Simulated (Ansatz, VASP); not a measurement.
# One calculation of Os, two programs

Contents of INCAR:

```
ALGO = Normal
EDIFF = 1E-7
ENCUT = 520
GGA = PS
ISIF = 2
ISMEAR = 0
LASPH = True
LCHARG = False
LREAL = False
LWAVE = False
NBANDS = 15
NELM = 80
PREC = Accurate
SIGMA = 0.15
```

KPOINTS

```
k-points
0
Gamma
  18 18 12
```

The input POSCAR:

```
Os
1.0
    2.7340999755      0.0000000000      0.0000000000
   -1.3670499878      2.3678000353      0.0000000000
    0.0000000000      0.0000000000      4.4924880000
Os
2
Direct
    0.3333333333      0.6666666667      0.2500000000
    0.6666666667      0.3333333333      0.7500000000
```

Input for Ansatz:

```yaml
crystal:
  lattice:
    - [2.7340999755, 0.0, 0.0]
    - [-1.3670499878, 2.3678000353, 0.0]
    - [0.0, 0.0, 4.492488]
  atoms:
    - { symbol: Os, position: [0.3333333333, 0.6666666667, 0.25] }
    - { symbol: Os, position: [0.6666666667, 0.3333333333, 0.75] }
basis:
  ecutwfc: 420
kpoints:
  mp_grid: { grid: [18, 18, 12] }
hamiltonian:
  xc: pbesol
scf:
  occupations: { method: gaussian, width: 0.15 }
output:
  forces: true
  stress: true
  eigenvalues: true
  write_density: true
  write_potential: true
  elf: true
  volumetric_format: npy
```

Change from the starting cell: strain +0.000 along x and y, +0.040 along z, atoms carried along.

Alike in both runs: task single point; functional PBEsol; k mesh 18 × 18 × 12; occupations gaussian, width 0.15 eV; no spin polarisation.

|  | VASP | Ansatz |
| --- | --- | --- |
| version | VASP 6.6.1 | Ansatz 0.2.0 |
| potentials or method | VASP PAW PBE potentials, release 64 (Os), cutoff 520 eV | scalar-relativistic, plane waves, PAW |
| valence electrons in the cell | 16 | 32 |

|  | VASP | Ansatz | Ansatz less VASP |
| --- | --- | --- | --- |
| gap on the k mesh at the Fermi level (eV) | none | none | - |
| pressure (GPa) | -17.6 | -17.6 | -0.01 |
| traceless stress, the component that is largest in VASP (GPa) | -14.77 | -14.83 | -0.067 |

VASP's potentials were made for PBE, not for PBEsol. A gap of «none» marks a metal or a gap that the smearing closes. VASP's potentials hold 16 valence electrons a cell and Ansatz's 32, so a difference there can come from the potentials and not from the codes.

Spin-orbit coupling is off throughout.
